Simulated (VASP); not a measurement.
Sc:

```
Sc
1.0
     3.68000    0.00000    0.00000
     0.00000    3.68000    0.00000
     0.00000    0.00000    3.68000
Sc
2
Direct
  0.00000 0.00000 0.00000
  0.50000 0.50000 0.50000
```

| Item | Value |
| --- | --- |
| Program | VASP 6.6.1 |
| Task | relaxation of cell and atoms |
| Functional | LDA |
| Potentials or basis | VASP PAW LDA potentials, release 64 (Sc_sv) |
| Cutoff | 600 eV |
| k mesh | 6 × 6 × 6 |
| Occupations | fermi-dirac, width 0.05 eV |
| Spin | no spin polarisation |

At the start: pressure -4.5 GPa; volume 24.92 Å³/atom.

Question: Where does the relaxation end?

Answer: Over 3 steps the energy falls by 30.3 meV/atom and the volume is 22.88 Å³/atom (-8.2 %); space group Im-3m (No. 229, to 0.05 Å).

The path:
| step | energy change (eV) | largest force (eV/Å) | pressure (GPa) | volume (Å³) |
| --- | --- | --- | --- | --- |
| 1 | 0.0000 | 0.0000 | -4.51 | 49.84 |
| 2 | -0.0578 | 0.0000 | 1.10 | 44.95 |
| 3 | -0.0606 | 0.0000 | 0.04 | 45.75 |

Final structure:
```cif
data_structure
_symmetry_space_group_name_H-M 'P 1'
_symmetry_Int_Tables_number 1
_cell_length_a 3.5766
_cell_length_b 3.5766
_cell_length_c 3.5766
_cell_angle_alpha 90.000
_cell_angle_beta 90.000
_cell_angle_gamma 90.000
_cell_volume 45.75
loop_
_atom_site_label
_atom_site_type_symbol
_atom_site_fract_x
_atom_site_fract_y
_atom_site_fract_z
_atom_site_occupancy
Sc1 Sc 0.00000 0.00000 0.00000 1
Sc2 Sc 0.50000 0.50000 0.50000 1
```
